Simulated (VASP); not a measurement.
# TaNbO (P4/mmm) in VASP: single point with PBE

Aim: the single point of TaNbO with PBE.

Everything below comes from runs of VASP 6.6.1. Logs are shortened: lines on timing, memory, paths and dates and some standing lists are left out, and cuts for length are marked.

### Step 1. The cell of the first run

It takes space group P4/mmm (No. 123, tetragonal). Conventional cell: a = 3.895 Å, b = 3.895 Å, c = 3.902 Å, α = 90.00°, β = 90.00°, γ = 90.00°. Within 2.6 Å of Ta (site symmetry 4/mmm) lie 2 O at 1.95 Å. Within 3.6 Å of Nb (site symmetry 4/mmm) lie 4 Ta at 2.75 Å and 8 O at 3.38 Å. Within 2.6 Å of O (site symmetry 4/mmm) lie 2 Ta at 1.95 Å.

### Step 2. Single point, PBE

File INCAR:

```
  ALGO = Normal
  EDIFF = 1E-6
  ENCUT = 520
  GGA = PE
  ISIF = 2
  ISMEAR = 0
  LASPH = True
  LCHARG = False
  LREAL = False
  LWAVE = False
  NBANDS = 22
  NELM = 80
  PREC = Accurate
  SIGMA = 0.1
```

File KPOINTS:

```
k-points
0
Gamma
  12 12 12
```

File POSCAR:

```
TaNbO
1.0
    3.8951358837      0.0000000000      0.0000000000
    0.0000000000      3.8951358837      0.0000000000
    0.0000000000      0.0000000000      3.9018635867
Ta Nb O
1 1 1
Direct
    0.0000000000      0.0000000000      0.0000000000
    0.5000000000      0.5000000000      0.0000000000
    0.0000000000      0.0000000000      0.5000000000
```

Potentials or basis: VASP PAW PBE potentials, release 64 (Ta_pv, Nb_sv, O).

The run is started by

```sh
> cat potpaw_PBE.64/Ta_pv/POTCAR potpaw_PBE.64/Nb_sv/POTCAR potpaw_PBE.64/O/POTCAR > POTCAR
> mpirun -np 1 vasp_std > vasp.out
```

OUTCAR:

```text
EDIFF = 1E-6
   ENCUT = 520
   GGA = PE
   ISIF = 2
   ISMEAR = 0
   LASPH = True
   LREAL = False
   NELM = 80
   PREC = Accurate

 ion  position               nearest neighbor table
   1  0.000  0.000  0.000-   3 1.95   3 1.95   2 2.75   2 2.75   2 2.75   2 2.75
   2  0.500  0.500  0.000-   1 2.75   1 2.75   1 2.75   1 2.75
   3  0.000  0.000  0.500-   1 1.95   1 1.95

  LATTYP: Found a simple tetragonal cell.
 ALAT       =     3.8951358837
 C/A-ratio  =     1.0017272062

  Lattice vectors:

 A1 = (   3.8951358837,   0.0000000000,   0.0000000000)
 A2 = (   0.0000000000,   3.8951358837,   0.0000000000)
 A3 = (   0.0000000000,   0.0000000000,   3.9018635867)

Analysis of symmetry for initial positions (statically):
=====================================================================
 Subroutine PRICEL returns:
 Original cell was already a primitive cell.

 Routine SETGRP: Setting up the symmetry group for a
 simple tetragonal supercell.

 Subroutine GETGRP returns: Found 16 space group operations
 (whereof 16 operations were pure point group operations)
 out of a pool of 16 trial point group operations.

The static configuration has the point symmetry D_4h.

Analysis of symmetry for dynamics (positions and initial velocities):
=====================================================================
 Subroutine PRICEL returns:
 Original cell was already a primitive cell.

 Routine SETGRP: Setting up the symmetry group for a
 simple tetragonal supercell.

 Subroutine GETGRP returns: Found 16 space group operations
 (whereof 16 operations were pure point group operations)
 out of a pool of 16 trial point group operations.

The dynamic configuration has the point symmetry D_4h.

 Subroutine INISYM returns: Found 16 space group operations
 (whereof 16 operations are pure point group operations),
 and found     1 'primitive' translations

----------------------------------------------------------------------------------------

                                     Primitive cell

  volume of cell :      59.1994

  direct lattice vectors                    reciprocal lattice vectors
     3.895135884  0.000000000  0.000000000     0.256730453  0.000000000  0.000000000
     0.000000000  3.895135884  0.000000000     0.000000000  0.256730453  0.000000000
     0.000000000  0.000000000  3.901863587     0.000000000  0.000000000  0.256287791

  length of vectors
     3.895135884  3.895135884  3.901863587     0.256730453  0.256730453  0.256287791

  position of ions in fractional coordinates (direct lattice)
     0.000000000  0.000000000  0.000000000
     0.500000000  0.500000000  0.000000000
     0.000000000  0.000000000  0.500000000

  ion indices of the primitive-cell ions
   primitive index   ion index
                 1           1
                 2           2
                 3           3

----------------------------------------------------------------------------------------

 KPOINTS: k-points

Automatic generation of k-mesh.
 Grid dimensions read from file:
 generate k-points for:   12   12   12

 Generating k-lattice:

  Cartesian coordinates                     Fractional coordinates (reciprocal lattice)
     0.021394204  0.000000000  0.000000000     0.083333333  0.000000000  0.000000000
     0.000000000  0.021394204  0.000000000     0.000000000  0.083333333  0.000000000
     0.000000000  0.000000000  0.021357316     0.000000000  0.000000000  0.083333333

  Length of vectors
     0.021394204  0.021394204  0.021357316

  Shift w.r.t. Gamma in fractional coordinates (k-lattice)
     0.000000000  0.000000000  0.000000000

 Subroutine IBZKPT returns following result:
 ===========================================

 Found    196 irreducible k-points:

 Following reciprocal coordinates:
            Coordinates               Weight
  0.000000  0.000000  0.000000      1.000000
  0.083333  0.000000  0.000000      4.000000
  0.166667  0.000000  0.000000      4.000000
  0.250000  0.000000  0.000000      4.000000
  0.333333  0.000000  0.000000      4.000000
  0.416667  0.000000  0.000000      4.000000
[... 16 lines left out ...]
  0.333333  0.333333  0.000000      4.000000
  0.416667  0.333333  0.000000      8.000000
 [... further k-points ...]
   k-points           NKPTS =    196   k-points in BZ     NKDIM =    196   number of bands    NBANDS=     22
   number of dos      NEDOS =    301   number of ions     NIONS =      3
   total plane-waves  NPLWV =  27000
   dimension x,y,z NGX =    30 NGY =   30 NGZ =   30
   dimension x,y,z NGXF=    60 NGYF=   60 NGZF=   60
   ions per type =               1   1   1
   NGX,Y,Z   is equivalent  to a cutoff of  12.80, 12.80, 12.78 a.u.
   NGXF,Y,Z  is equivalent  to a cutoff of  25.61, 25.61, 25.56 a.u.
 SYSTEM =  unknown system
   PREC   = accura    normal or accurate (medium, high low for compatibility)
   ISTART =      0    job   : 0-new  1-cont  2-samecut
   ICHARG =      2    charge: 1-file 2-atom 10-const
   ISPIN  =      1    spin polarized calculation?
   LNONCOLLINEAR =      F non collinear calculations
   LSORBIT =      F    spin-orbit coupling
   LASPH  =      T    aspherical Exc in radial PAW
   ENCUT  =  520.0 eV  38.22 Ry    6.18 a.u.   7.24  7.24  7.25*2*pi/ulx,y,z
   NELM   =     80;   NELMIN=  2; NELMDL= -5     # of ELM steps
   EDIFF  = 0.1E-05   stopping-criterion for ELM
   LREAL  =      F    real-space projection
   EDIFFG = 0.1E-04   stopping-criterion for IOM
   NSW    =      0    number of steps for IOM
   IBRION =     -1    ionic relax: 0-MD 1-quasi-New 2-CG
   NFREE  =      0    steps in history (QN), initial steepest desc. (CG)
   ISIF   =      2    stress and relaxation
   ISYM   =      2    0-nonsym 1-usesym 2-fastsym
   POTIM  = 0.5000    time-step for ionic-motion
   TEBEG  =    0.0;   TEEND  =   0.0 temperature during run
   PSTRESS=    0.0 pullay stress
   NELECT =      30.0000    total number of electrons
   NUPDOWN=      -1.0000    fix difference up-down
   EMIN   =  10.00;   EMAX   =-10.00  energy-range for DOS
   EFERMI =   0.00;   METHOD = LEGACY
   ISMEAR =     0;   SIGMA  =   0.10  broadening in eV -4-tet -1-fermi 0-gaus
   EFERMI_NEDOS =   21; number of points for ismear=-14 and -15
   IALGO  =     38    algorithm
   IMIX   =      4    mixing-type and parameters
     AMIX     =   0.40;   BMIX     =  1.00
     AMIX_MAG =   1.60;   BMIX_MAG =  1.00
  volume/ion in A,a.u.               =      19.73       133.17
  Fermi-wavevector in a.u.,A,eV,Ry     =   1.305197  2.466465 23.178067  1.703540
  Thomas-Fermi vector in A             =   2.436082
   LORBIT       =      0    0 simple, 1 ext, 2 COOP (PROOUT), +10 PAW based schemes
   GGA     = PE    functional components
   LHFCALC =     F    Hartree Fock is set to
   AEXX    =    0.0000 exact exchange contribution
   IVDW    =     0    specifies the selected vdW correction
   LEPSILON=     F    determine dielectric tensor
   LRPA    =     F    only Hartree local field effects (RPA)
 non-spin polarized calculation
 Gauss-broadening in eV      SIGMA  =   0.10
  energy-cutoff  :      520.00
  volume of cell :       59.20
 maximum number of plane-waves:      1622
 NGX is ok and might be reduce to    30
   NGX = 15   NGY = 15   NGZ = 15

 number of electron      30.0000007 magnetization

 Free energy of the ion-electron system (eV)
  ---------------------------------------------------
  ext. energy  EPLUGINS =         0.00000000
  ---------------------------------------------------
  free energy    TOTEN  =       -26.32944728 eV

  energy without entropy =      -26.30087056  energy(sigma->0) =      -26.31515892

 E-fermi :   5.1223     XC(G=0): -10.5327

 val. band max:        5.1203014544   @ k =   0.4167   0.2500   0.3333
 cond. band min:       5.1223886840   @ k =   0.4167   0.3333   0.1667
 fundamental gap:      0.0020872296
 Fermi energy:         5.1223138601

 k-point     1 :       0.0000    0.0000    0.0000
  band No.  band energies     occupation
      1     -49.8131      2.00000
      2     -29.6428      2.00000
      3     -29.4572      2.00000
      4     -29.4572      2.00000
      5     -25.9499      2.00000
      6     -25.7841      2.00000
[... 14 lines left out ...]
     21      11.7841      0.00000
     22      11.7863      0.00000

 k-point     2 :       0.0833    0.0000    0.0000
  band No.  band energies     occupation
      1     -49.8131      2.00000
      2     -29.6424      2.00000
      3     -29.4550      2.00000
      4     -29.4535      2.00000
      5     -25.9501      2.00000
      6     -25.7932      2.00000
[... 14 lines left out ...]
     21      11.3837      0.00000
     22      11.6685      0.00000

 k-point     3 :       0.1667    0.0000    0.0000
  band No.  band energies     occupation
      1     -49.8131      2.00000
      2     -29.6413      2.00000
      3     -29.4492      2.00000
      4     -29.4435      2.00000
      5     -25.9506      2.00000
      6     -25.8180      2.00000
[... 14 lines left out ...]
     21      10.1226      0.00000
     22      11.0162      0.00000

 k-point     4 :       0.2500    0.0000    0.0000
  band No.  band energies     occupation
      1     -49.8131      2.00000
      2     -29.6399      2.00000
      3     -29.4411      2.00000
      4     -29.4297      2.00000
      5     -25.9514      2.00000
      6     -25.8520      2.00000
[... 14 lines left out ...]
     21       8.8752      0.00000
     22       9.8211      0.00000

 k-point     5 :       0.3333    0.0000    0.0000
  band No.  band energies     occupation
      1     -49.8130      2.00000
      2     -29.6385      2.00000
      3     -29.4328      2.00000
      4     -29.4157      2.00000
      5     -25.9521      2.00000
      6     -25.8860      2.00000
[... 417 lines left out ...]
 k-point    22 :       0.5000    0.2500    0.0000
  band No.  band energies     occupation
      1     -49.8115      2.00000
      2     -29.6357      2.00000
      3     -29.4735      2.00000
      4     -29.4627      2.00000
      5     -25.9509      2.00000
      6     -25.8463      2.00000
[... 14 lines left out ...]
     21       8.2341      0.00000
     22       8.2788      0.00000

 k-point    23 :       0.3333    0.3333    0.0000
  band No.  band energies     occupation
      1     -49.8113      2.00000
      2     -29.6359      2.00000
      3     -29.5049      2.00000
      4     -29.4497      2.00000
      5     -25.9505      2.00000
      6     -25.8643      2.00000
[... 14 lines left out ...]
     21       8.7087      0.00000
     22      10.0862      0.00000

 k-point    24 :       0.4167    0.3333    0.0000
  band No.  band energies     occupation
      1     -49.8109      2.00000
      2     -29.6353      2.00000
      3     -29.5062      2.00000
      4     -29.4743      2.00000
      5     -25.9500      2.00000
      6     -25.8345      2.00000
[... 14 lines left out ...]
     21       8.6484      0.00000
     22       9.3289      0.00000

 [... further k-points ...]
[... 5 lines left out ...]
  --------------------------------------------------------------------------------------
  -------------------------------------------------------------------------------------
  Total       -0.0076913     -0.0076913      0.2271668      0.0000000     -0.0000000      0.0000000
  in kB       -0.2081591     -0.2081591      6.1480605      0.0000000     -0.0000000      0.0000000
  external PRESSURE =       1.9105808 kB  Pullay stress =       0.0000000 kB

 VOLUME and BASIS-vectors are now :
 -----------------------------------------------------------------------------
  energy-cutoff  :      520.00
  volume of cell :       59.20
      direct lattice vectors                 reciprocal lattice vectors
     3.895135884  0.000000000  0.000000000     0.256730453  0.000000000  0.000000000
     0.000000000  3.895135884  0.000000000     0.000000000  0.256730453  0.000000000
     0.000000000  0.000000000  3.901863587     0.000000000  0.000000000  0.256287791

 POSITION                                       TOTAL-FORCE (eV/Angst)
 -----------------------------------------------------------------------------------
      0.00000      0.00000      0.00000         0.000000      0.000000      0.000000
      1.94757      1.94757      0.00000         0.000000      0.000000      0.000000
      0.00000      0.00000      1.95093         0.000000      0.000000      0.000000
 -----------------------------------------------------------------------------------
    total drift:                                0.000000      0.000000      0.000000

  FREE ENERGIE OF THE ION-ELECTRON SYSTEM (eV)
  ---------------------------------------------------
  free  energy   TOTEN  =       -26.3294472752 eV

  energy  without entropy=      -26.3008705561  energy(sigma->0) =      -26.31515892
```

Wall time 2.9 min (1 thread of Intel Xeon Platinum 8375C at 2.90GHz (Ice Lake), shared host); peak memory 0.38 GiB.

What came out:

- Free energy: -26.3294 eV
- Pressure: 0.2 GPa
- Band gap on the k mesh: zero (bands 15 and 16 overlap by 1.31 eV)

Levels at points of the mesh, in eV from the Fermi level:
```csv
k point,band 13,band 14,band 15,band 16,band 17,band 18
"(0.00, 0.00, 0.00)",-3.66,-2.66,-0.90,-0.21,-0.21,3.23
"(0.50, 0.00, 0.00)",-0.99,-0.09,0.34,0.41,0.47,0.56
"(0.50, 0.50, 0.00)",-2.09,-1.33,-1.33,-0.53,1.67,2.18
"(0.00, 0.00, 0.50)",-3.45,-2.59,0.76,0.76,0.89,2.34
"(0.50, 0.00, 0.50)",-1.46,-0.67,0.21,0.53,0.66,1.55
"(0.50, 0.50, 0.50)",-1.90,0.33,0.33,1.71,2.24,2.57
```

Caveat: spin-orbit coupling is left out, which moves the levels of the heavy elements.
